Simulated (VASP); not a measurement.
Here is a VASP 6.6.1 calculation.

File INCAR:

```
PREC = Accurate
ENCUT = 520
EDIFF = 1E-6
ISMEAR = -1
SIGMA = 0.08
LREAL = F
LASPH = T
NELM = 80
ALGO = Normal
ISIF = 2
LWAVE = F
LCHARG = F
GGA = PE
NBANDS = 13
```

Contents of KPOINTS:

```
regular mesh
0
Gamma
  15 15 15
```

Contents of POSCAR:

```
S
1.0
    0.0000000000      2.0830225654      2.0830225654
    2.0830225654      0.0000000000      2.0830225654
    2.0830225654      2.0830225654      0.0000000000
S
2
Direct
   -0.1250000000     -0.1250000000     -0.1250000000
    0.1250000000      0.1250000000      0.1250000000
```

Potentials or basis: VASP PAW PBE potentials, release 64 (S).

The run is started by

```console
$ cat potpaw_PBE.64/S/POTCAR > POTCAR
$ mpirun -np 1 vasp_std > vasp.out
```

(1) Estimate the pressure.

(2) Predict the band gap on the k mesh.

Results:

(1) 195.4 GPa.

(2) zero (band 6 reaches 20.14 eV, above the bottom of band 7 at 14.92 eV).
